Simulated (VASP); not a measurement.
Rb3Sr, 4 atoms in the cell. The structure is tetragonal, space group I4/mmm (No. 139). Conventional cell: a = 6.623 Å, b = 6.623 Å, c = 14.480 Å, α = 90.00°, β = 90.00°, γ = 90.00°.  This cell differs from its parent crystal: Ba replaced by Sr, lengths x 0.986, strained.

```yaml
Program: VASP 6.6.1
Task: single point
Functional: PBE
Potentials_or_basis: VASP PAW PBE potentials, release 64 (Rb_sv, Sr_sv)
Cutoff: 520 eV
k_mesh: 10 × 10 × 10
Occupations: gaussian, width 0.1 eV
Spin: no spin polarisation
Dipole_correction: no
Further_INCAR_settings: ALGO = Normal; EDIFF = 1e-06; NBANDS = 26
```

Potentials or basis: VASP PAW PBE potentials, release 64 (Rb_sv, Sr_sv).

Launch:

```sh
$ cat potpaw_PBE.64/Rb_sv/POTCAR potpaw_PBE.64/Sr_sv/POTCAR > POTCAR
$ mpirun -np 1 vasp_std > vasp.out
```

Hardware: 1 thread of AMD EPYC 9R45 96-Core Processor (Zen 5), on a shared host.

Question: Estimate the wall time of this run.

Answer: It took 12 min on 1 thread of AMD EPYC 9R45 96-Core Processor (Zen 5), with other jobs on the host, peak memory 1.1 GiB. Counts: scf iterations 13, k points 102.
